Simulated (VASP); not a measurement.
Here is a VASP 6.6.1 calculation.

The input POSCAR:

```
LiF
1.0
    0.0000000000      2.0146514192      2.0146514192
    2.0146514192      0.0000000000      2.0146514192
    2.0146514192      2.0146514192      0.0000000000
Li F
1 1
Direct
    0.0000000000      0.0000000000      0.0000000000
    0.5000000000      0.5000000000      0.5000000000
```

File INCAR.step1:

```
PREC = Accurate
ENCUT = 520
ISMEAR = 0
SIGMA = 0.02
LREAL = F
LASPH = T
NELM = 60
NBANDS = 12
GGA = PE
ALGO = Normal
EDIFF = 1E-4
LWAVE = T
LCHARG = F
```

Contents of INCAR.step2:

```
PREC = Accurate
ENCUT = 520
EDIFF = 1E-6
ISMEAR = 0
SIGMA = 0.02
LREAL = F
LASPH = T
NELM = 60
ALGO = Normal
ISIF = 2
LWAVE = F
LCHARG = F
METAGGA = R2SCAN
LMIXTAU = T
NBANDS = 12
ISTART = 1
```

KPOINTS

```
regular mesh
0
Gamma
  10 10 10
```

Potentials or basis: VASP PAW PBE potentials, release 64 (Li_sv, F).

Command:

```sh
$ cat potpaw_PBE.64/Li_sv/POTCAR potpaw_PBE.64/F/POTCAR > POTCAR
$ cp INCAR.step1 INCAR
$ mpirun -np 1 vasp_std > vasp.out
$ cp INCAR.step2 INCAR
$ mpirun -np 1 vasp_std > vasp.out
```

Q: What does it give for the band gap on the k mesh?

A: 10.26 eV, direct.

 A k mesh can miss the band edges.
